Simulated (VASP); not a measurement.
# Ru (P6_3/mmc) in VASP: a series of runs

Ru is run at these levels: PBEsol; tasks: single point.

Program: VASP 6.6.1. These are calculated values, not measurements. Logs are shortened: lines on timing, memory, paths and dates and some standing lists are left out, and cuts for length are marked.

**1. The cell of the first run**

The structure is hexagonal, space group P6_3/mmc (No. 194). The conventional cell has a = 2.765 Å, b = 2.765 Å, c = 4.150 Å, α = 90.00°, β = 90.00°, γ = 120.00°. Within 3.5 Å of Ru (site symmetry -6m2) lie 12 Ru at 2.62 to 2.77 Å.

**2. Single point, PBEsol**

Input file INCAR:

```
ALGO = Fast
EDIFF = 1E-6
ENCUT = 520
GGA = PS
ISIF = 2
ISMEAR = 0
LASPH = T
LCHARG = T
LELF = T
LREAL = F
LVHAR = T
LWAVE = F
NBANDS = 21
NELM = 60
PREC = Accurate
SIGMA = 0.15
```

Input file KPOINTS:

```
k-points
0
Gamma
  18 18 10
```

Input file POSCAR:

```
Ru
1.0
    2.7650000000      0.0000000000      0.0000000000
   -1.3825000000      2.3945602415      0.0000000000
    0.0000000000      0.0000000000      4.1503000000
Ru
2
Direct
    0.3333333333      0.6666666667      0.2500000000
    0.6666666667      0.3333333333      0.7500000000
```

Potentials or basis: VASP PAW PBE potentials, release 64 (Ru_pv).

Command:

```bash
> cat potpaw_PBE.64/Ru_pv/POTCAR > POTCAR
> mpirun -np 1 vasp_std > vasp.out
```

OUTCAR:

```text
EDIFF = 1E-6
   ENCUT = 520
   GGA = PS
   ISIF = 2
   ISMEAR = 0
   LASPH = T
   LREAL = F
   NELM = 60
   PREC = Accurate

 ion  position               nearest neighbor table
   1  0.333  0.667  0.250-   2 2.62   2 2.62   2 2.62   2 2.62   2 2.62   2 2.62
   2  0.667  0.333  0.750-   1 2.62   1 2.62   1 2.62   1 2.62   1 2.62   1 2.62

  LATTYP: Found a hexagonal cell.
 ALAT       =     2.7650000000
 C/A-ratio  =     1.5010126582

  Lattice vectors:

 A1 = (   2.7650000000,   0.0000000000,   0.0000000000)
 A2 = (  -1.3825000000,   2.3945602415,   0.0000000000)
 A3 = (   0.0000000000,   0.0000000000,   4.1503000000)

Analysis of symmetry for initial positions (statically):
=====================================================================
 Subroutine PRICEL returns:
 Original cell was already a primitive cell.

 Routine SETGRP: Setting up the symmetry group for a
 hexagonal supercell.

 Subroutine GETGRP returns: Found 24 space group operations
 (whereof 12 operations were pure point group operations)
 out of a pool of 24 trial point group operations.

The static configuration has the point symmetry D_3d.
 The point group associated with its full space group is D_6h.

Analysis of symmetry for dynamics (positions and initial velocities):
=====================================================================
 Subroutine PRICEL returns:
 Original cell was already a primitive cell.

 Routine SETGRP: Setting up the symmetry group for a
 hexagonal supercell.

 Subroutine GETGRP returns: Found 24 space group operations
 (whereof 12 operations were pure point group operations)
 out of a pool of 24 trial point group operations.

The dynamic configuration has the point symmetry D_3d.
 The point group associated with its full space group is D_6h.

 Subroutine INISYM returns: Found 24 space group operations
 (whereof 12 operations are pure point group operations),
 and found     1 'primitive' translations

----------------------------------------------------------------------------------------

                                     Primitive cell

  volume of cell :      27.4790

  direct lattice vectors                    reciprocal lattice vectors
     2.765000000  0.000000000  0.000000000     0.361663653  0.208806607  0.000000000
    -1.382500000  2.394560241  0.000000000     0.000000000  0.417613215  0.000000000
     0.000000000  0.000000000  4.150300000     0.000000000  0.000000000  0.240946438

  length of vectors
     2.765000000  2.765000000  4.150300000     0.417613215  0.417613215  0.240946438

  position of ions in fractional coordinates (direct lattice)
     0.333333333  0.666666667  0.250000000
     0.666666667  0.333333333  0.750000000

  ion indices of the primitive-cell ions
   primitive index   ion index
                 1           1
                 2           2

----------------------------------------------------------------------------------------

 KPOINTS: k-points

Automatic generation of k-mesh.
 Grid dimensions read from file:
 generate k-points for:   18   18   10

 Generating k-lattice:

  Cartesian coordinates                     Fractional coordinates (reciprocal lattice)
     0.020092425  0.011600367  0.000000000     0.055555556 -0.000000000  0.000000000
     0.000000000  0.023200734  0.000000000     0.000000000  0.055555556  0.000000000
     0.000000000  0.000000000  0.024094644     0.000000000  0.000000000  0.100000000

  Length of vectors
     0.023200734  0.023200734  0.024094644

  Shift w.r.t. Gamma in fractional coordinates (k-lattice)
     0.000000000  0.000000000  0.000000000

 Subroutine IBZKPT returns following result:
 ===========================================

 Found    222 irreducible k-points:

 Following reciprocal coordinates:
            Coordinates               Weight
  0.000000  0.000000  0.000000      1.000000
  0.055556 -0.000000  0.000000      6.000000
  0.111111 -0.000000  0.000000      6.000000
  0.166667  0.000000  0.000000      6.000000
  0.222222 -0.000000  0.000000      6.000000
  0.277778  0.000000  0.000000      6.000000
[... 16 lines left out ...]
  0.333333  0.111111  0.000000     12.000000
  0.388889  0.111111  0.000000     12.000000
 [... further k-points ...]
   k-points           NKPTS =    222   k-points in BZ     NKDIM =    222   number of bands    NBANDS=     21
   number of dos      NEDOS =    301   number of ions     NIONS =      2
   total plane-waves  NPLWV =  18432
   dimension x,y,z NGX =    24 NGY =   24 NGZ =   32
   dimension x,y,z NGXF=    48 NGYF=   48 NGZF=   64
   ions per type =               2
   NGX,Y,Z   is equivalent  to a cutoff of  14.43, 14.43, 12.82 a.u.
   NGXF,Y,Z  is equivalent  to a cutoff of  28.86, 28.86, 25.64 a.u.
 SYSTEM =  unknown system
   PREC   = accura    normal or accurate (medium, high low for compatibility)
   ISTART =      0    job   : 0-new  1-cont  2-samecut
   ICHARG =      2    charge: 1-file 2-atom 10-const
   ISPIN  =      1    spin polarized calculation?
   LNONCOLLINEAR =      F non collinear calculations
   LSORBIT =      F    spin-orbit coupling
   LASPH  =      T    aspherical Exc in radial PAW
   ENCUT  =  520.0 eV  38.22 Ry    6.18 a.u.   5.14  5.14  7.72*2*pi/ulx,y,z
   NELM   =     60;   NELMIN=  2; NELMDL= -5     # of ELM steps
   EDIFF  = 0.1E-05   stopping-criterion for ELM
   LREAL  =      F    real-space projection
   EDIFFG = 0.1E-04   stopping-criterion for IOM
   NSW    =      0    number of steps for IOM
   IBRION =     -1    ionic relax: 0-MD 1-quasi-New 2-CG
   NFREE  =      0    steps in history (QN), initial steepest desc. (CG)
   ISIF   =      2    stress and relaxation
   ISYM   =      2    0-nonsym 1-usesym 2-fastsym
   POTIM  = 0.5000    time-step for ionic-motion
   TEBEG  =    0.0;   TEEND  =   0.0 temperature during run
   PSTRESS=    0.0 pullay stress
   NELECT =      28.0000    total number of electrons
   NUPDOWN=      -1.0000    fix difference up-down
   EMIN   =  10.00;   EMAX   =-10.00  energy-range for DOS
   EFERMI =   0.00;   METHOD = LEGACY
   ISMEAR =     0;   SIGMA  =   0.15  broadening in eV -4-tet -1-fermi 0-gaus
   EFERMI_NEDOS =   21; number of points for ismear=-14 and -15
   IALGO  =     68    algorithm
   IMIX   =      4    mixing-type and parameters
     AMIX     =   0.40;   BMIX     =  1.00
     AMIX_MAG =   1.60;   BMIX_MAG =  1.00
  volume/ion in A,a.u.               =      13.74        92.72
  Fermi-wavevector in a.u.,A,eV,Ry     =   1.647381  3.113099 36.924362  2.713864
  Thomas-Fermi vector in A             =   2.736850
   LORBIT       =      0    0 simple, 1 ext, 2 COOP (PROOUT), +10 PAW based schemes
   GGA     = PS    functional components
   LHFCALC =     F    Hartree Fock is set to
   AEXX    =    0.0000 exact exchange contribution
   IVDW    =     0    specifies the selected vdW correction
   LEPSILON=     F    determine dielectric tensor
   LRPA    =     F    only Hartree local field effects (RPA)
 non-spin polarized calculation
 RMM-DIIS sequential band-by-band and
 Gauss-broadening in eV      SIGMA  =   0.15
  energy-cutoff  :      520.00
  volume of cell :       27.48
 maximum number of plane-waves:       760
 NGX is ok and might be reduce to    24
   NGX = 11   NGY = 11   NGZ = 15

 number of electron      27.9999999 magnetization

 Free energy of the ion-electron system (eV)
  ---------------------------------------------------
  ext. energy  EPLUGINS =         0.00000000
  ---------------------------------------------------
  free energy    TOTEN  =       -20.26299068 eV

  energy without entropy =      -20.24228212  energy(sigma->0) =      -20.25263640

 E-fermi :  12.5070     XC(G=0): -14.2012

 val. band max:       12.5048798926   @ k =   0.2778   0.0000   0.1000
 cond. band min:      12.5168523778   @ k =   0.3889   0.2222   0.3000
 fundamental gap:      0.0119724853
 Fermi energy:        12.5070188307

 k-point     1 :       0.0000    0.0000    0.0000
  band No.  band energies     occupation
      1     -31.1462      2.00000
      2     -30.2333      2.00000
      3     -30.2333      2.00000
      4     -30.0177      2.00000
      5     -30.0177      2.00000
      6     -29.9185      2.00000
[... 13 lines left out ...]
     20      22.7899      0.00000
     21      23.3648      0.00000

 k-point     2 :       0.0556   -0.0000    0.0000
  band No.  band energies     occupation
      1     -31.1358      2.00000
      2     -30.2514      2.00000
      3     -30.2403      2.00000
      4     -30.0372      2.00000
      5     -30.0195      2.00000
      6     -29.9247      2.00000
[... 13 lines left out ...]
     20      22.7900      0.00000
     21      23.3526      0.00000

 k-point     3 :       0.1111   -0.0000    0.0000
  band No.  band energies     occupation
      1     -31.1051      2.00000
      2     -30.3035      2.00000
      3     -30.2601      2.00000
      4     -30.0926      2.00000
      5     -30.0249      2.00000
      6     -29.9431      2.00000
[... 13 lines left out ...]
     20      22.7904      0.00000
     21      23.3097      0.00000

 k-point     4 :       0.1667    0.0000    0.0000
  band No.  band energies     occupation
      1     -31.0560      2.00000
      2     -30.3836      2.00000
      3     -30.2895      2.00000
      4     -30.1762      2.00000
      5     -30.0340      2.00000
      6     -29.9735      2.00000
[... 13 lines left out ...]
     20      22.7901      0.00000
     21      23.2287      0.00000

 k-point     5 :       0.2222   -0.0000    0.0000
  band No.  band energies     occupation
      1     -30.9911      2.00000
      2     -30.4823      2.00000
      3     -30.3244      2.00000
      4     -30.2761      2.00000
      5     -30.0462      2.00000
      6     -30.0152      2.00000
[... 13 lines left out ...]
     20      22.7898      0.00000
     21      23.1174      0.00000
[... 382 lines left out ...]
     20      23.0004      0.00000
     21      25.0973      0.00000

 k-point    22 :       0.2778    0.1111    0.0000
  band No.  band energies     occupation
      1     -30.8081      2.00000
      2     -30.6754      2.00000
      3     -30.5292      2.00000
      4     -30.3747      2.00000
      5     -30.1441      2.00000
      6     -30.1158      2.00000
[... 13 lines left out ...]
     20      23.4634      0.00000
     21      25.5569      0.00000

 k-point    23 :       0.3333    0.1111    0.0000
  band No.  band energies     occupation
      1     -30.7534      2.00000
      2     -30.7282      2.00000
      3     -30.5668      2.00000
      4     -30.4275      2.00000
      5     -30.2062      2.00000
      6     -30.1309      2.00000
[... 13 lines left out ...]
     20      23.9683      0.00000
     21      24.5613      0.00000

 k-point    24 :       0.3889    0.1111    0.0000
  band No.  band energies     occupation
      1     -30.8043      2.00000
      2     -30.6628      2.00000
      3     -30.5901      2.00000
      4     -30.4627      2.00000
      5     -30.2598      2.00000
      6     -30.1407      2.00000
[... 13 lines left out ...]
     20      23.8539      0.00000
     21      24.9513      0.00000

 [... further k-points ...]
[... 5 lines left out ...]
  --------------------------------------------------------------------------------------
  -------------------------------------------------------------------------------------
  Total       -2.6521469     -2.6521469      0.9617876     -0.0000000      0.0000000      0.0000000
  in kB     -154.6349852   -154.6349852     56.0775956     -0.0000000      0.0000000      0.0000000
  external PRESSURE =     -84.3974583 kB  Pullay stress =       0.0000000 kB

 VOLUME and BASIS-vectors are now :
 -----------------------------------------------------------------------------
  energy-cutoff  :      520.00
  volume of cell :       27.48
      direct lattice vectors                 reciprocal lattice vectors
     2.765000000  0.000000000  0.000000000     0.361663653  0.208806607  0.000000000
    -1.382500000  2.394560241  0.000000000     0.000000000  0.417613215  0.000000000
     0.000000000  0.000000000  4.150300000     0.000000000  0.000000000  0.240946438

 POSITION                                       TOTAL-FORCE (eV/Angst)
 -----------------------------------------------------------------------------------
     -0.00000      1.59637      1.03757         0.000000     -0.000000      0.000000
      1.38250      0.79819      3.11272        -0.000000      0.000000      0.000000
 -----------------------------------------------------------------------------------
    total drift:                               -0.000000      0.000000     -0.000000

  FREE ENERGIE OF THE ION-ELECTRON SYSTEM (eV)
  ---------------------------------------------------
  free  energy   TOTEN  =       -20.2629906788 eV

  energy  without entropy=      -20.2422821219  energy(sigma->0) =      -20.25263640
```

Run time: 39 s. Hardware: 1 thread of Intel Xeon 6975P-C (Granite Rapids), shared host; peak memory 0.21 GiB.

Results:

```yaml
Free_energy: -20.2630 eV
Pressure: -8.4 GPa
Band_gap_on_the_k_mesh: zero (band 14 reaches 13.87 eV, above the bottom of band 15 at 10.72 eV)
```

Caveat: the PAW data sets were made with another functional, which shifts forces and pressure a little.

**3. Single point, PBEsol**

This run uses another cell than the first one, of 13.07 Å³/atom, 0.951 times its volume.

Input file INCAR:

```
SYSTEM = Ru
PREC     = Accurate       ! precision mode
ENCUT    = 520            ! plane-wave cutoff, eV
EDIFF    = 1E-7           ! SCF threshold, eV
ISMEAR   = 0              ! smearing method
SIGMA    = 0.15           ! smearing width, eV
LREAL    = .False.        ! projectors in reciprocal space
LASPH    = .True.         ! aspherical terms in the spheres
NELM     = 100            ! most SCF steps
ALGO     = Normal         ! electronic algorithm
ISIF     = 2              ! what is computed and relaxed
LWAVE    = .False.        ! write WAVECAR
LCHARG   = .False.        ! write CHGCAR
GGA      = PS             ! functional
NBANDS   = 21             ! bands
```

Input file KPOINTS:

```
regular mesh
0
Gamma
  18 18 10
  0 0 0
```

Input file POSCAR:

```
Ru
1.0
    2.8403000000      0.0000000000      0.0000000000
   -1.4201500000      2.4597719544      0.0000000000
    0.0000000000      0.0000000000      3.7421000000
Ru
2
Direct
    0.3333333333      0.6666666667      0.2500000000
    0.6666666667      0.3333333333      0.7500000000
```

Potentials or basis: VASP PAW PBE potentials, release 64 (Ru_pv).

Command:

```bash
> cat potpaw_PBE.64/Ru_pv/POTCAR > POTCAR
> mpirun -np 1 vasp_std > vasp.out
```

It took 33 s on 1 thread of Intel Xeon 6975P-C (Granite Rapids), shared host; peak memory 0.21 GiB.

It converged, with:

```
Free energy            : -19.5282 eV
Pressure               : 21.2 GPa
Band gap on the k mesh : zero (band 14 reaches 15.02 eV, above the bottom of band 15 at 12.24 eV)
```

Stress tensor (GPa, compression positive):
```
-2.25  0.00  0.00
 0.00 -2.25  0.00
 0.00  0.00 68.05
```

Levels at points of the mesh, in eV from the Fermi level:
| k point | band 11 | band 12 | band 13 | band 14 | band 15 | band 16 | band 17 | band 18 |
| --- | --- | --- | --- | --- | --- | --- | --- | --- |
| (0.00, 0.00, 0.00) | -2.96 | -2.96 | -1.93 | -1.93 | -0.92 | 1.19 | 1.19 | 3.68 |
| (0.50, 0.00, 0.00) | -2.62 | -1.14 | -0.59 | 0.22 | 1.27 | 2.78 | 3.46 | 5.44 |
| (0.00, 0.00, 0.50) | -3.97 | -3.97 | -1.80 | -1.80 | 0.99 | 0.99 | 0.99 | 0.99 |
| (0.50, 0.00, 0.50) | -1.98 | -1.98 | 0.17 | 0.17 | 0.98 | 0.98 | 3.04 | 3.04 |

Caveat: the PAW data sets were made with another functional, which shifts forces and pressure a little.

**4. Single point, PBEsol**

This run uses another cell than the first one, of 13.04 Å³/atom, 0.949 times its volume.

Input file INCAR:

```
PREC     = Accurate       # precision mode
ENCUT    = 520            # plane-wave cutoff, eV
EDIFF    = 1E-6           # SCF threshold, eV
ISMEAR   = 0              # smearing method
SIGMA    = 0.15           # smearing width, eV
LREAL    = False          # projectors in reciprocal space
LASPH    = True           # aspherical terms in the spheres
NELM     = 60             # most SCF steps
ALGO     = Fast           # electronic algorithm
ISIF     = 2              # what is computed and relaxed
LWAVE    = False          # write WAVECAR
LCHARG   = False          # write CHGCAR
GGA      = PS             # functional
NBANDS   = 21             # bands
```

Input file KPOINTS:

```
regular mesh
0
Gamma
  18 18 10
```

Input file POSCAR:

```
Ru
1.0
    2.7273000000      0.0000000000      0.0000000000
   -1.3636500000      2.3619110838      0.0000000000
    0.0000000000      0.0000000000      4.0483000000
Ru
2
Direct
    0.3333333333      0.6666666667      0.2500000000
    0.6666666667      0.3333333333      0.7500000000
```

Command:

```bash
> cat potpaw_PBE.64/Ru_pv/POTCAR > POTCAR
> mpirun -np 1 vasp_std > vasp.out
```

Wall time 38 s (1 thread of Intel Xeon 6975P-C (Granite Rapids), shared host); peak memory 0.2 GiB.

Results (log left out):

- Free energy: -20.2251 eV
- Pressure: 10.4 GPa
- Band gap on the k mesh: zero (band 14 reaches 14.92 eV, above the bottom of band 15 at 11.52 eV)

Stress tensor (GPa, compression positive):
```
-0.25  0.00  0.00
 0.00 -0.25  0.00
 0.00  0.00 31.57
```

Levels at points of the mesh, in eV from the Fermi level:
```
           k point  band 10  band 11  band 12  band 13  band 14  band 15  band 16  band 17  band 18  band 19
(0.00, 0.00, 0.00)    -2.89    -2.02    -2.02    -1.99    -1.99    -1.97     1.23     1.23     2.06    10.21
(0.50, 0.00, 0.00)    -3.71    -2.15    -1.81    -1.26     1.09     1.71     2.34     4.07     6.13    11.45
(0.00, 0.00, 0.50)    -3.25    -3.25    -3.25    -2.52    -2.52     0.66     0.66     0.66     0.66    10.22
(0.50, 0.00, 0.50)    -4.61    -1.41    -1.41     0.38     0.38     1.49     1.49     3.41     3.41    10.20
```

Caveat: the PAW data sets were made with another functional, which shifts forces and pressure a little.

**5. Single point, PBEsol**

This run uses another cell than the first one, of 13.11 Å³/atom, 0.954 times its volume.

Input file INCAR:

```
PREC = Accurate
ENCUT = 520
EDIFF = 1E-6
ISMEAR = 0
SIGMA = 0.15
LREAL = False
LASPH = True
NELM = 100
ALGO = Normal
ISIF = 2
LWAVE = False
LCHARG = False
GGA = PS
NBANDS = 21
```

Input file KPOINTS:

```
Automatic mesh
0
Gamma
  18 18 10
```

Input file POSCAR:

```
Ru
1.0
    2.5767000000      0.0000000000      0.0000000000
   -1.2883500000      2.2314876579      0.0000000000
    0.0000000000      0.0000000000      4.5586000000
Ru
2
Direct
    0.3333333333      0.6666666667      0.2500000000
    0.6666666667      0.3333333333      0.7500000000
```

Command:

```bash
> cat potpaw_PBE.64/Ru_pv/POTCAR > POTCAR
> mpirun -np 1 vasp_std > vasp.out
```

Run time: 34 s. Hardware: 1 thread of Intel Xeon 6975P-C (Granite Rapids), shared host; peak memory 0.21 GiB.

The run converged. Its results:

```
Free energy            : -19.9771 eV
Pressure               : 9.8 GPa
Band gap on the k mesh : zero (band 14 reaches 14.95 eV, above the bottom of band 15 at 12.00 eV)
```

Stress tensor (GPa, compression positive):
```
 29.69   0.00   0.00
  0.00  29.69   0.00
  0.00   0.00 -30.05
```

Levels at points of the mesh, in eV from the Fermi level:
```tsv
k point	band 11	band 12	band 13	band 14	band 15	band 16	band 17	band 18
(0.00, 0.00, 0.00)	-2.69	-2.22	-2.22	-0.58	-0.58	0.04	1.31	1.31
(0.50, 0.00, 0.00)	-2.35	-2.11	-1.49	1.56	2.25	2.49	4.45	6.60
(0.00, 0.00, 0.50)	-2.66	-2.66	-2.66	-2.66	0.64	0.64	0.64	0.64
(0.50, 0.00, 0.50)	-0.72	-0.72	0.45	0.45	2.38	2.38	3.54	3.54
```

Caveat: the PAW data sets were made with another functional, which shifts forces and pressure a little.

**6. The runs side by side**

| cell | gap on the mesh (eV) | pressure (GPa) |
| --- | --- | --- |
| a = 2.765, b = 2.765, c = 4.150 Å, angles 90.0, 90.0, 120.0°, 2 atoms | none | -8.4 |
| a = 2.840, b = 2.840, c = 3.742 Å, angles 90.0, 90.0, 120.0°, 2 atoms | none | 21.2 |
| a = 2.727, b = 2.727, c = 4.048 Å, angles 90.0, 90.0, 120.0°, 2 atoms | none | 10.4 |
| a = 2.577, b = 2.577, c = 4.559 Å, angles 90.0, 90.0, 120.0°, 2 atoms | none | 9.8 |

Alike in all rows: task single point; level PBEsol; potentials or basis VASP PAW PBE potentials, release 64 (Ru_pv); no spin polarisation; k mesh 18 × 18 × 10; cutoff (eV) 520; smearing gaussian 0.15 eV.

Caveats: the PAW data sets were made with another functional, which shifts forces and pressure a little.

Total energies depend on the potentials used, so only differences within one code and one set of settings carry meaning.
